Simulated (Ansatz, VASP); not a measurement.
## One calculation of LiOs, two programs

The input INCAR:

```
SYSTEM = LiOs
PREC = Accurate
ENCUT = 750
EDIFF = 1E-6
ISMEAR = 0
SIGMA = 0.1
LREAL = .FALSE.
LASPH = .TRUE.
NELM = 120
ALGO = Normal
ISIF = 2
LWAVE = .FALSE.
LCHARG = .TRUE.
GGA = PE
LELF = .TRUE.
LVHAR = .TRUE.
NBANDS = 12
GGA_COMPAT = .FALSE.
```

File KPOINTS:

```
regular mesh
0
G
  6 6 6
  0 0 0
```

The input POSCAR:

```
LiOs
1.0
    1.4879430400      0.8590643100      4.5684526100
   -1.4879430400      0.8590643100      4.5684526100
    0.0000000000     -1.7181286200      4.5684526100
Li Os
1 1
Direct
    0.0000000000      0.0000000000      0.0000000000
    0.5000000000      0.5000000000      0.5000000000
```

Input for Ansatz:

```yaml
crystal:
  lattice:
    - [1.48794304, 0.85906431, 4.56845261]
    - [-1.48794304, 0.85906431, 4.56845261]
    - [0.0, -1.71812862, 4.56845261]
  atoms:
    - { symbol: Li, position: [0.0, 0.0, 0.0] }
    - { symbol: Os, position: [0.5, 0.5, 0.5] }
basis:
  ecutwfc: 420
kpoints:
  mp_grid: { grid: [6, 6, 6] }
hamiltonian:
  xc: pbe
scf:
  occupations: { method: gaussian, width: 0.1 }
  lower_state_search: "off"
output:
  forces: true
  stress: true
  eigenvalues: true
```

Alike in both runs: task single point; functional PBE; k mesh 6 × 6 × 6; occupations gaussian, width 0.1 eV; no spin polarisation.

|  | VASP | Ansatz |
| --- | --- | --- |
| version | VASP 6.6.1 | Ansatz 0.2.0 |
| potentials or method | VASP PAW PBE potentials, release 64 (Li_sv, Os), cutoff 750 eV | scalar-relativistic, plane waves, PAW |
| valence electrons in the cell | 11 | 19 |

|  | VASP | Ansatz | Ansatz less VASP |
| --- | --- | --- | --- |
| gap on the k mesh at the Fermi level (eV) | none | none | - |
| pressure (GPa) | -25.3 | -25.3 | +0.09 |
| traceless stress, the component that is largest in VASP (GPa) | 22.43 | 22.62 | +0.193 |

A gap of «none» marks a metal or a gap that the smearing closes. VASP's potentials hold 11 valence electrons a cell and Ansatz's 19, so a difference there can come from the potentials and not from the codes.

The k mesh is coarse, so the values compare programs but aren't converged. Spin-orbit coupling is off throughout.
